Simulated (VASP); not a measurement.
# SnO (Cmce) in VASP: single point with PBE

Aim: the single point of SnO with PBE.

Everything below comes from runs of VASP 6.6.1. Logs are shortened: lines on timing, memory, paths and dates and some standing lists are left out, and cuts for length are marked.

## (1) The cell of the first run

The structure is orthorhombic, space group Cmce (No. 64). Conventional cell: a = 5.474 Å, b = 5.476 Å, c = 10.222 Å, α = 90.00°, β = 90.00°, γ = 90.00°. Within 3.0 Å of Sn (site symmetry m) lie 4 O at 2.25 to 2.26 Å. O (site symmetry 2) has 4 Sn at 2.25 to 2.26 Å and 4 O at 2.74 Å within 3.0 Å.

## (2) Single point, PBE

Input file INCAR:

```
  PREC = Accurate
  ENCUT = 520
  EDIFF = 1E-6
  ISMEAR = 0
  SIGMA = 0.02
  LREAL = F
  LASPH = T
  NELM = 80
  ALGO = Normal
  ISIF = 2
  LWAVE = F
  LCHARG = F
  GGA = PE
  NBANDS = 50
  KPAR = 4
```

Input file KPOINTS:

```
regular mesh
0
Gamma
  12 12 6
```

Input file POSCAR:

```
SnO
1.0
    2.7369120000     -2.7377960000      0.0000000000
    2.7369120000      2.7377960000      0.0000000000
    0.0000000000      0.0000000000     10.2219600000
Sn O
4 4
Direct
    0.7365470000      0.2634530000      0.8638580000
    0.2634530000      0.7365470000      0.1361420000
    0.7634530000      0.2365470000      0.3638580000
    0.2365470000      0.7634530000      0.6361420000
    0.2619440000      0.2380560000      0.2500000000
    0.7380560000      0.7619440000      0.7500000000
    0.2380560000      0.2619440000      0.7500000000
    0.7619440000      0.7380560000      0.2500000000
```

Potentials or basis: VASP PAW PBE potentials, release 64 (Sn_d, O).

Run with:

```
$ cat potpaw_PBE.64/Sn_d/POTCAR potpaw_PBE.64/O/POTCAR > POTCAR
$ mpirun -np 4 vasp_std > vasp.out
```

OUTCAR:

```text
PREC = Accurate
   ENCUT = 520
   EDIFF = 1E-6
   ISMEAR = 0
   LREAL = F
   LASPH = T
   NELM = 80
   ISIF = 2
   GGA = PE

 ion  position               nearest neighbor table
   1  0.737  0.263  0.864-   6 2.25   7 2.25   7 2.26   6 2.26   4 3.59   4 3.59   4 3.59   4 3.59

   2  0.263  0.737  0.136-   5 2.25   8 2.25   5 2.26   8 2.26   3 3.59   3 3.59   3 3.59   3 3.59

   3  0.763  0.237  0.364-   5 2.25   8 2.25   8 2.26   5 2.26   2 3.59   2 3.59   2 3.59   2 3.59

   4  0.237  0.763  0.636-   6 2.25   7 2.25   6 2.26   7 2.26   1 3.59   1 3.59   1 3.59   1 3.59

   5  0.262  0.238  0.250-   2 2.25   3 2.25   3 2.26   2 2.26
   6  0.738  0.762  0.750-   1 2.25   4 2.25   1 2.26   4 2.26
   7  0.238  0.262  0.750-   1 2.25   4 2.25   4 2.26   1 2.26
   8  0.762  0.738  0.250-   2 2.25   3 2.25   2 2.26   3 2.26

  LATTYP: Found a base centered orthorhombic cell.
 ALAT       =     5.4738240000
 B/A-ratio  =     1.0003229918
 C/A-ratio  =     1.8674257704

  Lattice vectors:

 A1 = (   2.7369120000,  -2.7377960000,   0.0000000000)
 A2 = (   2.7369120000,   2.7377960000,   0.0000000000)
 A3 = (   0.0000000000,   0.0000000000,  10.2219600000)

Analysis of symmetry for initial positions (statically):
=====================================================================
 Subroutine PRICEL returns:
 Original cell was already a primitive cell.

 Routine SETGRP: Setting up the symmetry group for a
 base centered orthorhombic supercell.

 Subroutine GETGRP returns: Found  8 space group operations
 (whereof  4 operations were pure point group operations)
 out of a pool of  8 trial point group operations.

The static configuration has the point symmetry C_2h.
 The point group associated with its full space group is D_2h.

Analysis of symmetry for dynamics (positions and initial velocities):
=====================================================================
 Subroutine PRICEL returns:
 Original cell was already a primitive cell.

 Routine SETGRP: Setting up the symmetry group for a
 base centered orthorhombic supercell.

 Subroutine GETGRP returns: Found  8 space group operations
 (whereof  4 operations were pure point group operations)
 out of a pool of  8 trial point group operations.

The dynamic configuration has the point symmetry C_2h.
 The point group associated with its full space group is D_2h.

 Subroutine INISYM returns: Found  8 space group operations
 (whereof  4 operations are pure point group operations),
 and found     1 'primitive' translations

----------------------------------------------------------------------------------------

                                     Primitive cell

  volume of cell :     153.1885

  direct lattice vectors                    reciprocal lattice vectors
     2.736912000 -2.737796000  0.000000000     0.182687642 -0.182628655  0.000000000
     2.736912000  2.737796000  0.000000000     0.182687642  0.182628655  0.000000000
     0.000000000  0.000000000 10.221960000     0.000000000  0.000000000  0.097828596

  length of vectors
     3.871203202  3.871203202 10.221960000     0.258317634  0.258317634  0.097828596

  position of ions in fractional coordinates (direct lattice)
     0.736547000  0.263453000  0.863858000
     0.263453000  0.736547000  0.136142000
     0.763453000  0.236547000  0.363858000
     0.236547000  0.763453000  0.636142000
     0.261944000  0.238056000  0.250000000
     0.738056000  0.761944000  0.750000000
     0.238056000  0.261944000  0.750000000
     0.761944000  0.738056000  0.250000000

  ion indices of the primitive-cell ions
   primitive index   ion index
                 1           1
                 2           2
                 3           3
                 4           4
                 5           5
                 6           6
                 7           7
                 8           8

----------------------------------------------------------------------------------------

 KPOINTS: regular mesh

Automatic generation of k-mesh.
 Grid dimensions read from file:
 generate k-points for:   12   12    6

 Generating k-lattice:

  Cartesian coordinates                     Fractional coordinates (reciprocal lattice)
     0.015223970 -0.015219055  0.000000000     0.083333333  0.000000000  0.000000000
     0.015223970  0.015219055  0.000000000     0.000000000  0.083333333  0.000000000
     0.000000000  0.000000000  0.016304766     0.000000000  0.000000000  0.166666667

  Length of vectors
     0.021526470  0.021526470  0.016304766

  Shift w.r.t. Gamma in fractional coordinates (k-lattice)
     0.000000000  0.000000000  0.000000000

 Subroutine IBZKPT returns following result:
 ===========================================

 Found    172 irreducible k-points:

 Following reciprocal coordinates:
            Coordinates               Weight
  0.000000  0.000000  0.000000      1.000000
  0.083333  0.000000  0.000000      4.000000
  0.166667  0.000000  0.000000      4.000000
  0.250000  0.000000  0.000000      4.000000
  0.333333  0.000000  0.000000      4.000000
  0.416667  0.000000  0.000000      4.000000
[... 16 lines left out ...]
  0.500000  0.166667  0.000000      4.000000
 -0.416667  0.166667  0.000000      4.000000
 [... further k-points ...]
   k-points           NKPTS =    172   k-points in BZ     NKDIM =    172   number of bands    NBANDS=     50
   number of dos      NEDOS =    301   number of ions     NIONS =      8
   total plane-waves  NPLWV =  72000
   dimension x,y,z NGX =    30 NGY =   30 NGZ =   80
   dimension x,y,z NGXF=    60 NGYF=   60 NGZF=  160
   ions per type =               4   4
   NGX,Y,Z   is equivalent  to a cutoff of  12.88, 12.88, 13.01 a.u.
   NGXF,Y,Z  is equivalent  to a cutoff of  25.77, 25.77, 26.02 a.u.
 SYSTEM =  unknown system
   PREC   = accura    normal or accurate (medium, high low for compatibility)
   ISTART =      0    job   : 0-new  1-cont  2-samecut
   ICHARG =      2    charge: 1-file 2-atom 10-const
   ISPIN  =      1    spin polarized calculation?
   LNONCOLLINEAR =      F non collinear calculations
   LSORBIT =      F    spin-orbit coupling
   LASPH  =      T    aspherical Exc in radial PAW
   ENCUT  =  520.0 eV  38.22 Ry    6.18 a.u.   7.20  7.20 19.01*2*pi/ulx,y,z
   NELM   =     80;   NELMIN=  2; NELMDL= -5     # of ELM steps
   EDIFF  = 0.1E-05   stopping-criterion for ELM
   LREAL  =      F    real-space projection
   EDIFFG = 0.1E-04   stopping-criterion for IOM
   NSW    =      0    number of steps for IOM
   IBRION =     -1    ionic relax: 0-MD 1-quasi-New 2-CG
   NFREE  =      0    steps in history (QN), initial steepest desc. (CG)
   ISIF   =      2    stress and relaxation
   ISYM   =      2    0-nonsym 1-usesym 2-fastsym
   POTIM  = 0.5000    time-step for ionic-motion
   TEBEG  =    0.0;   TEEND  =   0.0 temperature during run
   PSTRESS=    0.0 pullay stress
   NELECT =      80.0000    total number of electrons
   NUPDOWN=      -1.0000    fix difference up-down
   EMIN   =  10.00;   EMAX   =-10.00  energy-range for DOS
   EFERMI =   0.00;   METHOD = LEGACY
   ISMEAR =     0;   SIGMA  =   0.02  broadening in eV -4-tet -1-fermi 0-gaus
   EFERMI_NEDOS =   21; number of points for ismear=-14 and -15
   IALGO  =     38    algorithm
   IMIX   =      4    mixing-type and parameters
     AMIX     =   0.40;   BMIX     =  1.00
     AMIX_MAG =   1.60;   BMIX_MAG =  1.00
  volume/ion in A,a.u.               =      19.15       129.22
  Fermi-wavevector in a.u.,A,eV,Ry     =   1.318346  2.491313 23.647424  1.738037
  Thomas-Fermi vector in A             =   2.448323
   LORBIT       =      0    0 simple, 1 ext, 2 COOP (PROOUT), +10 PAW based schemes
   GGA     = PE    functional components
   LHFCALC =     F    Hartree Fock is set to
   AEXX    =    0.0000 exact exchange contribution
   IVDW    =     0    specifies the selected vdW correction
   LEPSILON=     F    determine dielectric tensor
   LRPA    =     F    only Hartree local field effects (RPA)
 non-spin polarized calculation
 Gauss-broadening in eV      SIGMA  =   0.02
  energy-cutoff  :      520.00
  volume of cell :      153.19
 maximum number of plane-waves:      4172
 NGX is ok and might be reduce to    30
   NGX = 15   NGY = 15   NGZ = 39

 number of electron      80.0000000 magnetization

 Free energy of the ion-electron system (eV)
  ---------------------------------------------------
  ext. energy  EPLUGINS =         0.00000000
  ---------------------------------------------------
  free energy    TOTEN  =       -45.44506315 eV

  energy without entropy =      -45.44506315  energy(sigma->0) =      -45.44506315

 E-fermi :   6.1634     XC(G=0):  -9.7647

 val. band max:        6.0196728179   @ k =   0.0833   0.0000   0.0000
 cond. band min:       6.5601579826   @ k =   0.5000   0.5000   0.0000
 fundamental gap:      0.5404851647
 Fermi energy:         6.1633682325

 k-point     1 :       0.0000    0.0000    0.0000
  band No.  band energies     occupation
      1     -15.7008      2.00000
      2     -15.6926      2.00000
      3     -15.3567      2.00000
      4     -15.3483      2.00000
      5     -15.3414      2.00000
      6     -15.3406      2.00000
[... 42 lines left out ...]
     49      11.4660      0.00000
     50      11.4959      0.00000

 k-point     2 :       0.0833    0.0000    0.0000
  band No.  band energies     occupation
      1     -15.6973      2.00000
      2     -15.6896      2.00000
      3     -15.3555      2.00000
      4     -15.3470      2.00000
      5     -15.3406      2.00000
      6     -15.3397      2.00000
[... 42 lines left out ...]
     49      11.2810      0.00000
     50      11.5263      0.00000

 k-point     3 :       0.1667    0.0000    0.0000
  band No.  band energies     occupation
      1     -15.6872      2.00000
      2     -15.6812      2.00000
      3     -15.3684      2.00000
      4     -15.3558      2.00000
      5     -15.3385      2.00000
      6     -15.3369      2.00000
[... 42 lines left out ...]
     49      11.1208      0.00000
     50      11.6531      0.00000

 k-point     4 :       0.2500    0.0000    0.0000
  band No.  band energies     occupation
      1     -15.6712      2.00000
      2     -15.6677      2.00000
      3     -15.4228      2.00000
      4     -15.4077      2.00000
      5     -15.3378      2.00000
      6     -15.3336      2.00000
[... 999 lines left out ...]
 k-point    23 :       0.5000    0.1667    0.0000
  band No.  band energies     occupation
      1     -15.5950      2.00000
      2     -15.5939      2.00000
      3     -15.5932      2.00000
      4     -15.5921      2.00000
      5     -15.3372      2.00000
      6     -15.3372      2.00000
[... 42 lines left out ...]
     49      12.2510      0.00000
     50      12.2700      0.00000

 k-point    24 :      -0.4167    0.1667    0.0000
  band No.  band energies     occupation
      1     -15.6247      2.00000
      2     -15.6235      2.00000
      3     -15.5554      2.00000
      4     -15.5511      2.00000
      5     -15.3378      2.00000
      6     -15.3344      2.00000
[... 42 lines left out ...]
     49      11.9692      0.00000
     50      12.2053      0.00000

 [... further k-points ...]

------------------------ aborting loop because EDIFF is reached ----------------------------------------

  FORCE on cell =-STRESS in cart. coord.  units (eV):
  Direction    XX          YY          ZZ          XY          YZ          ZX
  --------------------------------------------------------------------------------------
  -------------------------------------------------------------------------------------
  Total       -0.1795126     -0.1745904     -0.2565922      0.0000000     -0.0000000      0.0000000
  in kB       -1.8774976     -1.8260172     -2.6836632      0.0000000     -0.0000000      0.0000000
  external PRESSURE =      -2.1290593 kB  Pullay stress =       0.0000000 kB

 VOLUME and BASIS-vectors are now :
 -----------------------------------------------------------------------------
  energy-cutoff  :      520.00
  volume of cell :      153.19
      direct lattice vectors                 reciprocal lattice vectors
     2.736912000 -2.737796000  0.000000000     0.182687642 -0.182628655  0.000000000
     2.736912000  2.737796000  0.000000000     0.182687642  0.182628655  0.000000000
     0.000000000  0.000000000 10.221960000     0.000000000  0.000000000  0.097828596

 POSITION                                       TOTAL-FORCE (eV/Angst)
 -----------------------------------------------------------------------------------
      2.73691     -1.29523      8.83032         0.000000     -0.049146     -0.006993
      2.73691      1.29523      1.39164         0.000000      0.049146      0.006993
      2.73691     -1.44256      3.71934         0.000000      0.049146     -0.006993
      2.73691      1.44256      6.50262         0.000000     -0.049146      0.006993
      1.36846     -0.06540      2.55549         0.000000     -0.001278      0.000000
      4.10537      0.06540      7.66647         0.000000      0.001278      0.000000
      1.36846      0.06540      7.66647         0.000000      0.001278      0.000000
      4.10537     -0.06540      2.55549         0.000000     -0.001278      0.000000
 -----------------------------------------------------------------------------------
    total drift:                                0.000000     -0.000000      0.000000

  FREE ENERGIE OF THE ION-ELECTRON SYSTEM (eV)
  ---------------------------------------------------
  free  energy   TOTEN  =       -45.4450631539 eV

  energy  without entropy=      -45.4450631539  energy(sigma->0) =      -45.44506315
```

Wall time 6.3 min (4 MPI ranks of Oxide Virtual Turin-like, shared host); peak memory 0.91 GiB.

What came out:

| Item | Value |
| --- | --- |
| Free energy | -45.4451 eV |
| Pressure | -0.2 GPa |
| Largest force | 0.050 eV/Å |
| Band gap on the k mesh | 0.54 eV |

Forces on the atoms (eV/Å):
```
Sn   0.000 -0.049 -0.007
Sn   0.000  0.049  0.007
Sn   0.000  0.049 -0.007
Sn   0.000 -0.049  0.007
O    0.000 -0.001  0.000
O    0.000  0.001  0.000
O    0.000  0.001  0.000
O    0.000 -0.001  0.000
```

Stress tensor (GPa, compression positive):
```
-0.19  0.00  0.00
 0.00 -0.18  0.00
 0.00  0.00 -0.27
```

Levels at points of the mesh, in eV from the valence-band top:
```csv
k point,band 38,band 39,band 40,band 41,band 42,band 43
"(0.00, 0.00, 0.00)",-2.84,-1.94,0.00,1.74,1.88,3.35
"(0.50, 0.00, 0.00)",-2.32,-1.51,-1.51,2.43,2.43,3.01
"(0.50, 0.50, 0.00)",-2.20,-1.76,-1.73,0.54,0.56,2.62
"(0.00, 0.00, 0.50)",-2.84,-0.70,-0.70,1.69,1.69,3.85
"(0.50, 0.00, 0.50)",-2.00,-1.80,-1.80,2.62,2.62,2.80
"(0.50, 0.50, 0.50)",-2.07,-2.04,-2.04,1.27,1.27,1.29
```

Caveat: semilocal functionals underestimate gaps, and a narrow one can read as zero; spin-orbit coupling is left out, which moves the levels of the heavy elements.
